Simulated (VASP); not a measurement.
# KF (I4/mmm) in VASP: further runs

The runs below take KF through single point, with PBE.

Program: VASP 6.6.1. These are calculated values, not measurements. Logs are shortened: lines on timing, memory, paths and dates and some standing lists are left out, and cuts for length are marked.

## (1) The cell of the first run

Symmetry: I4/mmm, No. 139, tetragonal system. The conventional cell has a = 3.948 Å, b = 3.948 Å, c = 5.323 Å, α = 90.00°, β = 90.00°, γ = 90.00°. Within 3.5 Å of K (site symmetry 4/mmm) lie 6 F at 2.66 to 2.79 Å. F (site symmetry 4/mmm) has 6 K at 2.66 to 2.79 Å within 3.5 Å.

## (2) Single point, PBE (biaxial strain in the a-b plane: +3.0 %)

The input, INCAR:

```
ALGO = Normal
EDIFF = 1E-6
ENCUT = 520
GGA = PE
ISIF = 2
ISMEAR = 0
LASPH = T
LCHARG = F
LREAL = F
LWAVE = F
NBANDS = 24
NELM = 100
PREC = Accurate
SIGMA = 0.02
```

The input, KPOINTS:

```
k-points
0
Gamma
  6 6 4
```

The input, POSCAR:

```
KF
1.0
    2.7916422173      2.7916422173      0.0000000000
   -2.7916422173      2.7916422173      0.0000000000
    0.0000000000      0.0000000000      5.3230925387
K F
2 2
Direct
    0.0000000000      0.0000000000      0.0000000000
    0.5000000000      0.5000000000      0.5000000000
    0.5000000000      0.5000000000      0.0000000000
    0.0000000000      0.0000000000      0.5000000000
```

Potentials or basis: VASP PAW PBE potentials, release 64 (K_sv, F).

Command:

```
$ cat potpaw_PBE.64/K_sv/POTCAR potpaw_PBE.64/F/POTCAR > POTCAR
$ mpirun -np 1 vasp_std > vasp.out
```

OUTCAR:

```text
EDIFF = 1E-6
   ENCUT = 520
   GGA = PE
   ISIF = 2
   ISMEAR = 0
   LASPH = T
   LREAL = F
   NELM = 100
   PREC = Accurate

 ion  position               nearest neighbor table
   1  0.000  0.000  0.000-   4 2.66   4 2.66   3 2.79   3 2.79   3 2.79   3 2.79
   2  0.500  0.500  0.500-   3 2.66   3 2.66   4 2.79   4 2.79   4 2.79   4 2.79
   3  0.500  0.500  0.000-   2 2.66   2 2.66   1 2.79   1 2.79   1 2.79   1 2.79
   4  0.000  0.000  0.500-   1 2.66   1 2.66   2 2.79   2 2.79   2 2.79   2 2.79

  LATTYP: Found a simple tetragonal cell.
 ALAT       =     3.9479782850
 C/A-ratio  =     1.3483084643

  Lattice vectors:

 A1 = (   2.7916422173,   2.7916422173,   0.0000000000)
 A2 = (  -2.7916422173,   2.7916422173,   0.0000000000)
 A3 = (   0.0000000000,   0.0000000000,   5.3230925387)

Analysis of symmetry for initial positions (statically):
=====================================================================
 Subroutine PRICEL returns following result:

  LATTYP: Found a body centered tetragonal cell.
 ALAT       =     3.9479782850
 C/A-ratio  =     1.3483084643

  Lattice vectors:

 A1 = (   0.0000000000,  -2.7916422173,  -2.6615462694)
 A2 = (   0.0000000000,   2.7916422173,  -2.6615462693)
 A3 = (   2.7916422173,   0.0000000000,   2.6615462693)

   2 primitive cells build up your supercell.

 Routine SETGRP: Setting up the symmetry group for a
 simple tetragonal supercell.

 Subroutine GETGRP returns: Found 16 space group operations
 (whereof 16 operations were pure point group operations)
 out of a pool of 16 trial point group operations.

The static configuration has the point symmetry D_4h.

Analysis of symmetry for dynamics (positions and initial velocities):
=====================================================================
 Subroutine PRICEL returns following result:

  LATTYP: Found a body centered tetragonal cell.
 ALAT       =     3.9479782850
 C/A-ratio  =     1.3483084643

  Lattice vectors:

 A1 = (   0.0000000000,  -2.7916422173,  -2.6615462694)
 A2 = (   0.0000000000,   2.7916422173,  -2.6615462693)
 A3 = (   2.7916422173,   0.0000000000,   2.6615462693)

   2 primitive cells build up your supercell.

 Routine SETGRP: Setting up the symmetry group for a
 simple tetragonal supercell.

 Subroutine GETGRP returns: Found 16 space group operations
 (whereof 16 operations were pure point group operations)
 out of a pool of 16 trial point group operations.

The dynamic configuration has the point symmetry D_4h.

 Subroutine INISYM returns: Found 16 space group operations
 (whereof 16 operations are pure point group operations),
 and found     2 'primitive' translations

----------------------------------------------------------------------------------------

                                     Primitive cell

  volume of cell :      41.4843

  direct lattice vectors                    reciprocal lattice vectors
     0.000000000 -2.791642217 -2.661546269     0.179106046 -0.179106046 -0.187860721
     0.000000000  2.791642217 -2.661546269     0.179106046  0.179106046 -0.187860721
     2.791642217  0.000000000  2.661546269     0.358212092  0.000000000  0.000000000

  length of vectors
     3.857083719  3.857083719  3.857083719     0.315356309  0.315356309  0.358212092

  position of ions in fractional coordinates (direct lattice)
     0.000000000  0.000000000  0.000000000
     0.500000000  0.500000000  0.000000000

  ion indices of the primitive-cell ions
   primitive index   ion index
                 1           1
                 2           4

----------------------------------------------------------------------------------------

 KPOINTS: k-points

Automatic generation of k-mesh.
 Grid dimensions read from file:
 generate k-points for:    6    6    4

 Generating k-lattice:

  Cartesian coordinates                     Fractional coordinates (reciprocal lattice)
     0.029851008  0.029851008  0.000000000     0.166666667  0.000000000  0.000000000
    -0.029851008  0.029851008  0.000000000     0.000000000  0.166666667  0.000000000
     0.000000000  0.000000000  0.046965180     0.000000000  0.000000000  0.250000000

  Length of vectors
     0.042215700  0.042215700  0.046965180

  Shift w.r.t. Gamma in fractional coordinates (k-lattice)
     0.000000000  0.000000000  0.000000000

 Subroutine IBZKPT returns following result:
 ===========================================

 Found     30 irreducible k-points:

 Following reciprocal coordinates:
            Coordinates               Weight
  0.000000  0.000000  0.000000      1.000000
  0.166667  0.000000  0.000000      4.000000
  0.333333  0.000000  0.000000      4.000000
  0.500000  0.000000  0.000000      2.000000
  0.166667  0.166667  0.000000      4.000000
  0.333333  0.166667  0.000000      8.000000
[... 16 lines left out ...]
  0.333333  0.000000  0.500000      4.000000
  0.500000  0.000000  0.500000      2.000000
 [... further k-points ...]
   k-points           NKPTS =     30   k-points in BZ     NKDIM =     30   number of bands    NBANDS=     24
   number of dos      NEDOS =    301   number of ions     NIONS =      4
   total plane-waves  NPLWV =  36000
   dimension x,y,z NGX =    30 NGY =   30 NGZ =   40
   dimension x,y,z NGXF=    60 NGYF=   60 NGZF=   80
   ions per type =               2   2
   NGX,Y,Z   is equivalent  to a cutoff of  12.63, 12.63, 12.49 a.u.
   NGXF,Y,Z  is equivalent  to a cutoff of  25.27, 25.27, 24.98 a.u.
 SYSTEM =  unknown system
   PREC   = accura    normal or accurate (medium, high low for compatibility)
   ISTART =      0    job   : 0-new  1-cont  2-samecut
   ICHARG =      2    charge: 1-file 2-atom 10-const
   ISPIN  =      1    spin polarized calculation?
   LNONCOLLINEAR =      F non collinear calculations
   LSORBIT =      F    spin-orbit coupling
   LASPH  =      T    aspherical Exc in radial PAW
   ENCUT  =  520.0 eV  38.22 Ry    6.18 a.u.   7.34  7.34  9.90*2*pi/ulx,y,z
   NELM   =    100;   NELMIN=  2; NELMDL= -5     # of ELM steps
   EDIFF  = 0.1E-05   stopping-criterion for ELM
   LREAL  =      F    real-space projection
   EDIFFG = 0.1E-04   stopping-criterion for IOM
   NSW    =      0    number of steps for IOM
   IBRION =     -1    ionic relax: 0-MD 1-quasi-New 2-CG
   NFREE  =      0    steps in history (QN), initial steepest desc. (CG)
   ISIF   =      2    stress and relaxation
   ISYM   =      2    0-nonsym 1-usesym 2-fastsym
   POTIM  = 0.5000    time-step for ionic-motion
   TEBEG  =    0.0;   TEEND  =   0.0 temperature during run
   PSTRESS=    0.0 pullay stress
   NELECT =      32.0000    total number of electrons
   NUPDOWN=      -1.0000    fix difference up-down
   EMIN   =  10.00;   EMAX   =-10.00  energy-range for DOS
   EFERMI =   0.00;   METHOD = LEGACY
   ISMEAR =     0;   SIGMA  =   0.02  broadening in eV -4-tet -1-fermi 0-gaus
   EFERMI_NEDOS =   21; number of points for ismear=-14 and -15
   IALGO  =     38    algorithm
   IMIX   =      4    mixing-type and parameters
     AMIX     =   0.40;   BMIX     =  1.00
     AMIX_MAG =   1.60;   BMIX_MAG =  1.00
  volume/ion in A,a.u.               =      20.74       139.97
  Fermi-wavevector in a.u.,A,eV,Ry     =   1.191664  2.251918 19.321116  1.420062
  Thomas-Fermi vector in A             =   2.327720
   LORBIT       =      0    0 simple, 1 ext, 2 COOP (PROOUT), +10 PAW based schemes
   GGA     = PE    functional components
   LHFCALC =     F    Hartree Fock is set to
   AEXX    =    0.0000 exact exchange contribution
   IVDW    =     0    specifies the selected vdW correction
   LEPSILON=     F    determine dielectric tensor
   LRPA    =     F    only Hartree local field effects (RPA)
 non-spin polarized calculation
 Gauss-broadening in eV      SIGMA  =   0.02
  energy-cutoff  :      520.00
  volume of cell :       82.97
 maximum number of plane-waves:      2268
 NGX is ok and might be reduce to    30
   NGX = 15   NGY = 15   NGZ = 19

 number of electron      31.9999972 magnetization

 Free energy of the ion-electron system (eV)
  ---------------------------------------------------
  ext. energy  EPLUGINS =         0.00000000
  ---------------------------------------------------
  free energy    TOTEN  =       -16.57560244 eV

  energy without entropy =      -16.57560244  energy(sigma->0) =      -16.57560244

 E-fermi :  -2.8371     XC(G=0):  -8.0282

 val. band max:       -2.9755596033   @ k =   0.0000   0.0000   0.0000
 cond. band min:       2.7270017483   @ k =   0.0000   0.0000   0.0000
 fundamental gap:      5.7025613516
 Fermi energy:        -2.8370966071

 k-point     1 :       0.0000    0.0000    0.0000
  band No.  band energies     occupation
      1     -29.3852      2.00000
      2     -29.2991      2.00000
      3     -21.6319      2.00000
      4     -21.6273      2.00000
      5     -13.1053      2.00000
      6     -12.8801      2.00000
[... 16 lines left out ...]
     23       8.4390      0.00000
     24       8.7736      0.00000

 k-point     2 :       0.1667    0.0000    0.0000
  band No.  band energies     occupation
      1     -29.3750      2.00000
      2     -29.3003      2.00000
      3     -21.6379      2.00000
      4     -21.6340      2.00000
      5     -13.0719      2.00000
      6     -12.8892      2.00000
[... 16 lines left out ...]
     23       7.8832      0.00000
     24       8.9050      0.00000

 k-point     3 :       0.3333    0.0000    0.0000
  band No.  band energies     occupation
      1     -29.3501      2.00000
      2     -29.3069      2.00000
      3     -21.6501      2.00000
      4     -21.6477      2.00000
      5     -12.9839      2.00000
      6     -12.8968      2.00000
[... 16 lines left out ...]
     23       8.3769      0.00000
     24       9.2245      0.00000

 k-point     4 :       0.5000    0.0000    0.0000
  band No.  band energies     occupation
      1     -29.3239      2.00000
      2     -29.3239      2.00000
      3     -21.6556      2.00000
      4     -21.6556      2.00000
      5     -12.8717      2.00000
      6     -12.8717      2.00000
[... 16 lines left out ...]
     23       8.8515      0.00000
     24       8.8515      0.00000

 k-point     5 :       0.1667    0.1667    0.0000
  band No.  band energies     occupation
      1     -29.3657      2.00000
      2     -29.3010      2.00000
      3     -21.6408      2.00000
      4     -21.6375      2.00000
      5     -13.0421      2.00000
      6     -12.9407      2.00000
[... 16 lines left out ...]
     23       8.1765      0.00000
     24       8.9525      0.00000

 k-point     6 :       0.3333    0.1667    0.0000
  band No.  band energies     occupation
      1     -29.3435      2.00000
      2     -29.3060      2.00000
      3     -21.6464      2.00000
      4     -21.6445      2.00000
      5     -12.9723      2.00000
      6     -12.9641      2.00000
[... 16 lines left out ...]
     23       8.6745      0.00000
     24       9.1734      0.00000
[... 379 lines left out ...]
 k-point    21 :       0.0000    0.0000    0.5000
  band No.  band energies     occupation
      1     -29.3397      2.00000
      2     -29.3397      2.00000
      3     -21.6566      2.00000
      4     -21.6566      2.00000
      5     -12.7873      2.00000
      6     -12.7873      2.00000
[... 16 lines left out ...]
     23       8.7426      0.00000
     24       8.7426      0.00000

 k-point    22 :       0.1667    0.0000    0.5000
  band No.  band energies     occupation
      1     -29.3351      2.00000
      2     -29.3351      2.00000
      3     -21.6628      2.00000
      4     -21.6628      2.00000
      5     -12.8372      2.00000
      6     -12.8372      2.00000
[... 16 lines left out ...]
     23       8.6314      0.00000
     24       8.6314      0.00000

 k-point    23 :       0.3333    0.0000    0.5000
  band No.  band energies     occupation
      1     -29.3258      2.00000
      2     -29.3258      2.00000
      3     -21.6760      2.00000
      4     -21.6760      2.00000
      5     -12.8939      2.00000
      6     -12.8939      2.00000
[... 16 lines left out ...]
     23       8.6743      0.00000
     24       8.6743      0.00000

 k-point    24 :       0.5000    0.0000    0.5000
  band No.  band energies     occupation
      1     -29.3211      2.00000
      2     -29.3211      2.00000
      3     -21.6826      2.00000
      4     -21.6826      2.00000
      5     -12.9180      2.00000
      6     -12.9180      2.00000
[... 16 lines left out ...]
     23       8.8251      0.00000
     24       8.8251      0.00000

 [... further k-points ...]
[... 5 lines left out ...]
  --------------------------------------------------------------------------------------
  -------------------------------------------------------------------------------------
  Total       -0.8133357     -0.8133357      0.1864633      0.0000000      0.0000000      0.0000000
  in kB      -15.7060467    -15.7060467      3.6007294      0.0000000      0.0000000      0.0000000
  external PRESSURE =      -9.2704547 kB  Pullay stress =       0.0000000 kB

 VOLUME and BASIS-vectors are now :
 -----------------------------------------------------------------------------
  energy-cutoff  :      520.00
  volume of cell :       82.97
      direct lattice vectors                 reciprocal lattice vectors
     2.791642217  2.791642217  0.000000000     0.179106046  0.179106046  0.000000000
    -2.791642217  2.791642217  0.000000000    -0.179106046  0.179106046  0.000000000
     0.000000000  0.000000000  5.323092539     0.000000000  0.000000000  0.187860721

 POSITION                                       TOTAL-FORCE (eV/Angst)
 -----------------------------------------------------------------------------------
      0.00000      0.00000      0.00000        -0.000000      0.000000     -0.000000
      0.00000      2.79164      2.66155         0.000000      0.000000     -0.000000
      0.00000      2.79164      0.00000         0.000000      0.000000      0.000000
      0.00000      0.00000      2.66155        -0.000000     -0.000000     -0.000000
 -----------------------------------------------------------------------------------
    total drift:                               -0.000000      0.000000     -0.000000

  FREE ENERGIE OF THE ION-ELECTRON SYSTEM (eV)
  ---------------------------------------------------
  free  energy   TOTEN  =       -16.5756024441 eV

  energy  without entropy=      -16.5756024441  energy(sigma->0) =      -16.57560244
```

Run time: 57 s. Hardware: 1 thread of Intel Xeon Platinum 8259CL at 2.50GHz (Skylake/Cascade Lake), shared host; peak memory 0.2 GiB.

What came out:

- Free energy: -16.5756 eV
- Pressure: -0.9 GPa
- Band gap on the k mesh: 5.70 eV

Caveat: the cell differs from its parent crystal (biaxial strain in the a-b plane: +3.0 %). A k mesh can miss the band edges.

## (3) Single point, PBE (biaxial strain in the a-b plane: +4.5 %)

The input, INCAR:

```
PREC = Accurate ; ENCUT = 520
EDIFF = 1E-6 ; ISMEAR = 0
SIGMA = 0.02 ; LREAL = False
LASPH = True ; NELM = 60
ALGO = Normal ; ISIF = 2
LWAVE = False ; LCHARG = False
GGA = PE ; NBANDS = 24
```

The input, KPOINTS:

```
Automatic mesh
0
Gamma
  6 6 4
```

The input, POSCAR:

```
KF
1.0
    2.8322972011      2.8322972011      0.0000000000
   -2.8322972011      2.8322972011      0.0000000000
    0.0000000000      0.0000000000      5.2743065582
K F
2 2
Direct
    0.0000000000      0.0000000000      0.0000000000
    0.5000000000      0.5000000000      0.5000000000
    0.5000000000      0.5000000000      0.0000000000
    0.0000000000      0.0000000000      0.5000000000
```

Potentials or basis: VASP PAW PBE potentials, release 64 (K_sv, F).

Command:

```
$ cat potpaw_PBE.64/K_sv/POTCAR potpaw_PBE.64/F/POTCAR > POTCAR
$ mpirun -np 1 vasp_std > vasp.out
```

Run time: 61 s. Hardware: 1 thread of Intel Xeon Platinum 8259CL at 2.50GHz (Skylake/Cascade Lake), shared host; peak memory 0.2 GiB.

The run converged. Its results:

| Property | Result |
| --- | --- |
| Free energy | -16.5472 eV |
| Pressure | -1.2 GPa |
| Band gap on the k mesh | 5.58 eV |

Stress tensor (GPa, compression positive):
```
-2.11  0.00  0.00
 0.00 -2.11  0.00
 0.00  0.00  0.61
```

Levels at points of the mesh, in eV from the valence-band top:
| k point | band 14 | band 15 | band 16 | band 17 | band 18 | band 19 |
| --- | --- | --- | --- | --- | --- | --- |
| (0.00, 0.00, 0.00) | -0.08 | -0.08 | 0.00 | 5.58 | 7.88 | 9.78 |
| (0.50, 0.00, 0.00) | -0.30 | -0.11 | -0.11 | 8.37 | 8.37 | 9.58 |
| (0.50, 0.50, 0.00) | -0.14 | -0.06 | -0.06 | 8.15 | 8.15 | 9.66 |
| (0.00, 0.00, 0.50) | -0.15 | -0.15 | -0.15 | 7.29 | 7.29 | 8.91 |
| (0.50, 0.00, 0.50) | -0.34 | -0.33 | -0.33 | 8.57 | 8.57 | 9.80 |
| (0.50, 0.50, 0.50) | -0.28 | -0.28 | -0.28 | 9.41 | 9.41 | 9.41 |

Caveat: the cell differs from its parent crystal (biaxial strain in the a-b plane: +4.5 %).

[end of part 1 of 2]
